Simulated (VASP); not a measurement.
# NbTe (Fm-3m) in VASP: single point with r2SCAN

Aim: the single point of NbTe with r2SCAN.

All numbers are computed with VASP 6.6.1; they aren't measurements. Logs are shortened: lines on timing, memory, paths and dates and some standing lists are left out, and cuts for length are marked.

**1. The cell of the first run**

Symmetry: Fm-3m, No. 225, cubic system. Conventional cell: a = 5.993 Å, b = 5.993 Å, c = 5.993 Å, α = 90.00°, β = 90.00°, γ = 90.00°. Within 3.9 Å of Nb (site symmetry m-3m) lie 6 Te at 3.00 Å. Te (site symmetry m-3m) has 6 Nb at 3.00 Å within 3.9 Å.

**2. Single point, r2SCAN, collinear spin, ferromagnetic start**

Contents of POSCAR:

```
NbTe
1.0
    0.0000000000      2.9965823173      2.9965823173
    2.9965823173      0.0000000000      2.9965823173
    2.9965823173      2.9965823173      0.0000000000
Nb Te
1 1
Direct
    0.5000000000      0.5000000000      0.5000000000
    0.0000000000      0.0000000000      0.0000000000
```

Contents of INCAR.step1:

```
PREC     = Accurate       # precision mode
ENCUT    = 520            # plane-wave cutoff, eV
ISMEAR   = 0              # smearing method
SIGMA    = 0.05           # smearing width, eV
LREAL    = F              # projectors in reciprocal space
LASPH    = T              # aspherical terms in the spheres
NELM     = 150            # most SCF steps
ISPIN    = 2              # spin polarisation
MAGMOM   = 2.16 0         # initial moments
LMAXMIX  = 4              # l up to which the mixer works
NBANDS   = 20             # bands
GGA      = PE             # functional
ALGO     = Normal         # electronic algorithm
EDIFF    = 1E-4           # SCF threshold, eV
LWAVE    = T              # write WAVECAR
LCHARG   = F              # write CHGCAR
```

Contents of INCAR.step2:

```
PREC     = Accurate       # precision mode
ENCUT    = 520            # plane-wave cutoff, eV
EDIFF    = 1E-6           # SCF threshold, eV
ISMEAR   = 0              # smearing method
SIGMA    = 0.05           # smearing width, eV
LREAL    = F              # projectors in reciprocal space
LASPH    = T              # aspherical terms in the spheres
NELM     = 150            # most SCF steps
ALGO     = Normal         # electronic algorithm
ISIF     = 2              # what is computed and relaxed
LWAVE    = F              # write WAVECAR
LCHARG   = F              # write CHGCAR
ISPIN    = 2              # spin polarisation
MAGMOM   = 2.16 0         # initial moments
LORBIT   = 11             # projections on sites
LMAXMIX  = 4              # l up to which the mixer works
METAGGA  = R2SCAN         # meta-GGA
LMIXTAU  = T            
NBANDS   = 20             # bands
ISTART   = 1
```

Contents of KPOINTS:

```
Automatic mesh
0
Gamma
  10 10 10
```

Potentials or basis: VASP PAW PBE potentials, release 64 (Nb_sv, Te).

Command:

```
$ cat potpaw_PBE.64/Nb_sv/POTCAR potpaw_PBE.64/Te/POTCAR > POTCAR
$ cp INCAR.step1 INCAR
$ mpirun -np 1 vasp_std > vasp.out
$ cp INCAR.step2 INCAR
$ mpirun -np 1 vasp_std > vasp.out
```

OUTCAR:

```text
PREC = Accurate
   ENCUT = 520
   EDIFF = 1E-6
   ISMEAR = 0
   LREAL = F
   LASPH = T
   NELM = 150
   ISIF = 2
   ISPIN = 2
   LORBIT = 11
   METAGGA = R2SCAN
   ISTART = 1

 ion  position               nearest neighbor table
   1  0.500  0.500  0.500-   2 3.00   2 3.00   2 3.00   2 3.00   2 3.00   2 3.00
   2  0.000  0.000  0.000-   1 3.00   1 3.00   1 3.00   1 3.00   1 3.00   1 3.00

  LATTYP: Found a face centered cubic cell.
 ALAT       =     5.9931646346

  Lattice vectors:

 A1 = (   0.0000000000,   2.9965823173,   2.9965823173)
 A2 = (   2.9965823173,   0.0000000000,   2.9965823173)
 A3 = (   2.9965823173,   2.9965823173,   0.0000000000)

Analysis of symmetry for initial positions (statically):
=====================================================================
 Subroutine PRICEL returns:
 Original cell was already a primitive cell.

 Routine SETGRP: Setting up the symmetry group for a
 face centered cubic supercell.

 Subroutine GETGRP returns: Found 48 space group operations
 (whereof 48 operations were pure point group operations)
 out of a pool of 48 trial point group operations.

The static configuration has the point symmetry O_h .

Analysis of symmetry for dynamics (positions and initial velocities):
=====================================================================
 Subroutine PRICEL returns:
 Original cell was already a primitive cell.

 Routine SETGRP: Setting up the symmetry group for a
 face centered cubic supercell.

 Subroutine GETGRP returns: Found 48 space group operations
 (whereof 48 operations were pure point group operations)
 out of a pool of 48 trial point group operations.

The dynamic configuration has the point symmetry O_h .

Analysis of structural, dynamic, and magnetic symmetry:
=====================================================================
 Subroutine PRICEL returns:
 Original cell was already a primitive cell.

 Routine SETGRP: Setting up the symmetry group for a
 face centered cubic supercell.

 Subroutine GETGRP returns: Found 48 space group operations
 (whereof 48 operations were pure point group operations)
 out of a pool of 48 trial point group operations.

The overall configuration has the point symmetry O_h .

 Subroutine INISYM returns: Found 48 space group operations
 (whereof 48 operations are pure point group operations),
 and found     1 'primitive' translations

----------------------------------------------------------------------------------------

                                     Primitive cell

  volume of cell :      53.8157

  direct lattice vectors                    reciprocal lattice vectors
     0.000000000  2.996582317  2.996582317    -0.166856754  0.166856754  0.166856754
     2.996582317  0.000000000  2.996582317     0.166856754 -0.166856754  0.166856754
     2.996582317  2.996582317  0.000000000     0.166856754  0.166856754 -0.166856754

  length of vectors
     4.237807354  4.237807354  4.237807354     0.289004376  0.289004376  0.289004376

  position of ions in fractional coordinates (direct lattice)
     0.500000000  0.500000000  0.500000000
     0.000000000  0.000000000  0.000000000

  ion indices of the primitive-cell ions
   primitive index   ion index
                 1           1
                 2           2

----------------------------------------------------------------------------------------

 KPOINTS: Automatic mesh

Automatic generation of k-mesh.
 Grid dimensions read from file:
 generate k-points for:   10   10   10

 Generating k-lattice:

  Cartesian coordinates                     Fractional coordinates (reciprocal lattice)
    -0.016685675  0.016685675  0.016685675     0.100000000  0.000000000  0.000000000
     0.016685675 -0.016685675  0.016685675     0.000000000  0.100000000  0.000000000
     0.016685675  0.016685675 -0.016685675     0.000000000  0.000000000  0.100000000

  Length of vectors
     0.028900438  0.028900438  0.028900438

  Shift w.r.t. Gamma in fractional coordinates (k-lattice)
     0.000000000  0.000000000  0.000000000

 Subroutine IBZKPT returns following result:
 ===========================================

 Found     47 irreducible k-points:

 Following reciprocal coordinates:
            Coordinates               Weight
  0.000000  0.000000  0.000000      1.000000
  0.100000  0.000000  0.000000      8.000000
  0.200000  0.000000  0.000000      8.000000
  0.300000  0.000000  0.000000      8.000000
  0.400000  0.000000  0.000000      8.000000
  0.500000  0.000000  0.000000      4.000000
[... 16 lines left out ...]
  0.300000  0.300000  0.000000      6.000000
  0.400000  0.300000  0.000000     24.000000
 [... further k-points ...]
   k-points           NKPTS =     47   k-points in BZ     NKDIM =     47   number of bands    NBANDS=     20
   number of dos      NEDOS =    301   number of ions     NIONS =      2
   total plane-waves  NPLWV =  32768
   dimension x,y,z NGX =    32 NGY =   32 NGZ =   32
   dimension x,y,z NGXF=    64 NGYF=   64 NGZF=   64
   ions per type =               1   1
   NGX,Y,Z   is equivalent  to a cutoff of  12.55, 12.55, 12.55 a.u.
   NGXF,Y,Z  is equivalent  to a cutoff of  25.11, 25.11, 25.11 a.u.
 SYSTEM =  unknown system
   PREC   = accura    normal or accurate (medium, high low for compatibility)
   ISTART =      1    job   : 0-new  1-cont  2-samecut
   ICHARG =      0    charge: 1-file 2-atom 10-const
   ISPIN  =      2    spin polarized calculation?
   LNONCOLLINEAR =      F non collinear calculations
   LSORBIT =      F    spin-orbit coupling
   LASPH  =      T    aspherical Exc in radial PAW
   ENCUT  =  520.0 eV  38.22 Ry    6.18 a.u.   7.88  7.88  7.88*2*pi/ulx,y,z
   NELM   =    150;   NELMIN=  2; NELMDL=  0     # of ELM steps
   EDIFF  = 0.1E-05   stopping-criterion for ELM
   LREAL  =      F    real-space projection
   EDIFFG = 0.1E-04   stopping-criterion for IOM
   NSW    =      0    number of steps for IOM
   IBRION =     -1    ionic relax: 0-MD 1-quasi-New 2-CG
   NFREE  =      0    steps in history (QN), initial steepest desc. (CG)
   ISIF   =      2    stress and relaxation
   ISYM   =      2    0-nonsym 1-usesym 2-fastsym
   POTIM  = 0.5000    time-step for ionic-motion
   TEBEG  =    0.0;   TEEND  =   0.0 temperature during run
   PSTRESS=    0.0 pullay stress
   NELECT =      19.0000    total number of electrons
   NUPDOWN=      -1.0000    fix difference up-down
   EMIN   =  10.00;   EMAX   =-10.00  energy-range for DOS
   EFERMI =   0.00;   METHOD = LEGACY
   ISMEAR =     0;   SIGMA  =   0.05  broadening in eV -4-tet -1-fermi 0-gaus
   EFERMI_NEDOS =   21; number of points for ismear=-14 and -15
   IALGO  =     38    algorithm
   IMIX   =      4    mixing-type and parameters
     AMIX     =   0.40;   BMIX     =  1.00
     AMIX_MAG =   1.60;   BMIX_MAG =  1.00
  volume/ion in A,a.u.               =      26.91       181.58
  Fermi-wavevector in a.u.,A,eV,Ry     =   1.157062  2.186529 18.215365  1.338792
  Thomas-Fermi vector in A             =   2.293676
   LORBIT       =     11    0 simple, 1 ext, 2 COOP (PROOUT), +10 PAW based schemes
   METAGGA = R2SCAN    functional components
   LHFCALC =     F    Hartree Fock is set to
   AEXX    =    0.0000 exact exchange contribution
   IVDW    =     0    specifies the selected vdW correction
   LEPSILON=     F    determine dielectric tensor
   LRPA    =     F    only Hartree local field effects (RPA)
 spin polarized calculation
 Gauss-broadening in eV      SIGMA  =   0.05
  energy-cutoff  :      520.00
  volume of cell :       53.82
 maximum number of plane-waves:      1467
   NGX = 15   NGY = 15   NGZ = 15

 number of electron      18.9999998 magnetization       2.8854732

 Free energy of the ion-electron system (eV)
  ---------------------------------------------------
  ext. energy  EPLUGINS =         0.00000000
  ---------------------------------------------------
  free energy    TOTEN  =       -49.80230900 eV

  energy without entropy =      -49.80054829  energy(sigma->0) =      -49.80142865

 E-fermi :   8.1479     XC(G=0): -10.6779

 val. band max:        8.1378556709   @ k =  -0.2000   0.2000   0.0000
 cond. band min:       8.1768348902   @ k =   0.5000   0.5000   0.0000
 fundamental gap:      0.0389792193
 Fermi energy:         8.1479403146

 spin component 1

 k-point     1 :       0.0000    0.0000    0.0000
  band No.  band energies     occupation
      1     -49.3000      1.00000
      2     -24.8585      1.00000
      3     -24.8584      1.00000
      4     -24.8584      1.00000
      5      -5.1291      1.00000
      6       6.4462      1.00000
[... 12 lines left out ...]
     19      18.4872      0.00000
     20      18.4872      0.00000
[... 507 lines left out ...]
 k-point    24 :       0.4000    0.3000    0.0000
  band No.  band energies     occupation
      1     -49.2979      1.00000
      2     -24.8858      1.00000
      3     -24.8699      1.00000
      4     -24.8689      1.00000
      5      -4.1592      1.00000
      6       2.9020      1.00000
[... 12 lines left out ...]
     19      20.7470      0.00000
     20      21.3681      0.00000

 [... further k-points ...]

 spin component 2

 k-point     1 :       0.0000    0.0000    0.0000
  band No.  band energies     occupation
      1     -47.5968      1.00000
      2     -22.8358      1.00000
      3     -22.8358      1.00000
      4     -22.8357      1.00000
      5      -5.0742      1.00000
      6       6.5873      1.00000
[... 12 lines left out ...]
     19      20.1612      0.00000
     20      20.1612      0.00000
[... 507 lines left out ...]
 k-point    24 :       0.4000    0.3000    0.0000
  band No.  band energies     occupation
      1     -47.5947      1.00000
      2     -22.8636      1.00000
      3     -22.8473      1.00000
      4     -22.8463      1.00000
      5      -4.1831      1.00000
      6       3.2337      1.00000
[... 12 lines left out ...]
     19      21.4572      0.00000
     20      22.3165      0.00000

 [... further k-points ...]

------------------------ aborting loop because EDIFF is reached ----------------------------------------

  FORCE on cell =-STRESS in cart. coord.  units (eV):
  Direction    XX          YY          ZZ          XY          YZ          ZX
  --------------------------------------------------------------------------------------
  -------------------------------------------------------------------------------------
  Total       -0.7420158     -0.7420158     -0.7420158      0.0000000      0.0000000      0.0000000
  in kB      -22.0909852    -22.0909852    -22.0909852      0.0000000      0.0000000      0.0000000
  external PRESSURE =     -22.0909852 kB  Pullay stress =       0.0000000 kB

 VOLUME and BASIS-vectors are now :
 -----------------------------------------------------------------------------
  energy-cutoff  :      520.00
  volume of cell :       53.82
      direct lattice vectors                 reciprocal lattice vectors
     0.000000000  2.996582317  2.996582317    -0.166856754  0.166856754  0.166856754
     2.996582317  0.000000000  2.996582317     0.166856754 -0.166856754  0.166856754
     2.996582317  2.996582317  0.000000000     0.166856754  0.166856754 -0.166856754

 POSITION                                       TOTAL-FORCE (eV/Angst)
 -----------------------------------------------------------------------------------
      2.99658      2.99658      2.99658         0.000000     -0.000000      0.000000
      0.00000      0.00000      0.00000        -0.000000      0.000000      0.000000
 -----------------------------------------------------------------------------------
    total drift:                               -0.000000     -0.000000      0.000000

  FREE ENERGIE OF THE ION-ELECTRON SYSTEM (eV)
  ---------------------------------------------------
  free  energy   TOTEN  =       -49.8023090036 eV

  energy  without entropy=      -49.8005482865  energy(sigma->0) =      -49.80142865

 total charge

# of ion       s       p       d       tot
------------------------------------------
    1        2.104   5.927   2.630  10.662
    2        1.336   2.132   0.038   3.507
--------------------------------------------------
tot          3.440   8.059   2.669  14.168

 magnetization (x)

# of ion       s       p       d       tot
------------------------------------------
    1        0.041   0.008   2.113   2.162
    2       -0.001  -0.067   0.024  -0.044
--------------------------------------------------
tot          0.040  -0.058   2.137   2.118
```

Run time: 7.2 min. Hardware: 1 thread of Intel Xeon 8259CL, shared host; peak memory 0.27 GiB.

Results:

* Free energy: -49.8023 eV
* Pressure: -2.2 GPa
* Net moment: 2.89 μB per cell
* Site moments: Nb +2.16; Te -0.04 μB
* Valence electrons inside the program's atomic spheres: Nb 10.66; Te 3.51

Levels at points of the mesh, in eV from the Fermi level:
Spin up:
| k point | band 8 | band 9 | band 10 | band 11 | band 12 | band 13 | band 14 | band 15 |
| --- | --- | --- | --- | --- | --- | --- | --- | --- |
| (0.00, 0.00, 0.00) | -1.70 | -1.53 | -1.53 | -1.53 | -0.60 | -0.60 | 2.24 | 6.92 |
| (0.50, 0.00, 0.00) | -4.06 | -0.47 | -0.47 | -0.16 | 2.50 | 4.17 | 4.17 | 4.95 |
| (0.50, 0.50, 0.00) | -3.01 | -2.72 | -0.15 | -0.15 | 0.03 | 0.79 | 2.02 | 7.48 |
Spin down:
```tsv
k point	band 4	band 5	band 6	band 7	band 8	band 9	band 10	band 11	band 12	band 13
(0.00, 0.00, 0.00)	-30.98	-13.22	-1.56	-1.56	-1.56	0.60	0.60	0.90	0.90	0.90
(0.50, 0.00, 0.00)	-30.99	-12.10	-5.85	-3.61	-3.61	2.52	2.52	2.80	3.20	5.19
(0.50, 0.50, 0.00)	-31.00	-12.21	-4.93	-2.93	-2.93	-0.57	1.27	2.36	3.17	3.17
```

Caveat: the PAW data sets were made with another functional, which shifts forces and pressure a little; spin-orbit coupling is left out, which moves the levels of the heavy elements.
